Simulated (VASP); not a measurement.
Runs of VASP 6.6.1 on MoS. The structure is that of space group P6_3/mmc (No. 194), or close to it. The cells are those of the table. 

```csv
task,level,spin,U,cell,k mesh,cutoff (eV),smearing,gap on the mesh (eV),pressure (GPa),moment (μB)
single point,PBEsol,collinear,-,"a = 3.227, b = 3.227, c = 6.279 Å, angles 90.0, 90.0, 120.0°, 4 atoms",6 × 6 × 4,520,gaussian 0.1 eV,none,0.4,0.00
single point,PBEsol+U,off,Mo d U = 4.0 eV,"a = 3.190, b = 3.190, c = 6.404 Å, angles 90.0, 90.0, 120.0°, 4 atoms",18 × 18 × 8,520,gaussian 0.05 eV,none,5.4,-
relaxation of cell and atoms,PBEsol,collinear,-,"relaxed from a = 3.440, b = 3.440, c = 5.332 Å, angles 90.0, 90.0, 120.0°, 4 atoms",6 × 6 × 4,600,gaussian 0.1 eV,none,0.1,0.00
single point,r2SCAN,off,-,"a = 3.190, b = 3.190, c = 6.404 Å, angles 90.0, 90.0, 120.0°, 4 atoms",18 × 18 × 8,520,gaussian 0.1 eV,none,(a),-
```

Alike in all rows: potentials or basis VASP PAW PBE potentials, release 64 (Mo_sv, S).

Question: Fill in the values left out.

Answer: (a) 6.6.

Caveats: some runs use coarse meshes; the PAW data sets were made with another functional, which shifts forces and pressure a little; the cell stands under pressure (at least some runs); U without spin polarisation on a metal has little footing (at least some runs); a cell axis changed by over 15 % at a fixed basis, so the end point is rough (at least some runs).

A k mesh can miss the band edges, and the runs leave out spin-orbit coupling on Mo.

A gap of «none» marks levels without a gap at the run's occupations.
